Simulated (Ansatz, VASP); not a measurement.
## One calculation of AlV2C, two programs

```
Al V C
1.0
     2.90800    0.00000    0.00000
    -1.45400    2.51840    0.00000
     0.00000    0.00000   13.14412
Al V C
2 4 2
Direct
  0.33333 0.66667 0.25000
  0.66667 0.33333 0.75000
  0.33333 0.66667 0.58504
  0.66667 0.33333 0.41496
  0.66667 0.33333 0.08504
  0.33333 0.66667 0.91496
  0.00000 0.00000 0.00000
  0.00000 0.00000 0.50000
```

Alike in both runs: task electric field gradients; functional PBE; k mesh 15 × 15 × 4; occupations fermi-dirac, width 0.15 eV; no spin polarisation.

```csv
,VASP,Ansatz
version,VASP 6.6.1,Ansatz 0.2.0
potentials or method,"VASP PAW PBE potentials, release 64 (Al, V_sv, C), cutoff 520 eV","scalar-relativistic, plane waves, PAW"
valence electrons in the cell,66,66
```

Ansatz gave:

* gap on the k mesh at the Fermi level (eV): none
* pressure (GPa): 0.0
* rms of the force components (eV/Å): 0.000
* size of Vzz on the site where it differs most (V/Å²): 36.3

**Question.** Estimate VASP's values.

**Answer.** gap on the k mesh at the Fermi level (eV): none; pressure (GPa): 0.3; rms of the force components (eV/Å): 0.019; size of Vzz on the site where it differs most (V/Å²): 35.8.

Atom by atom the forces differ by 0.019 eV/Å (rms over components). A gap of «none» marks a metal or a gap that the smearing closes.
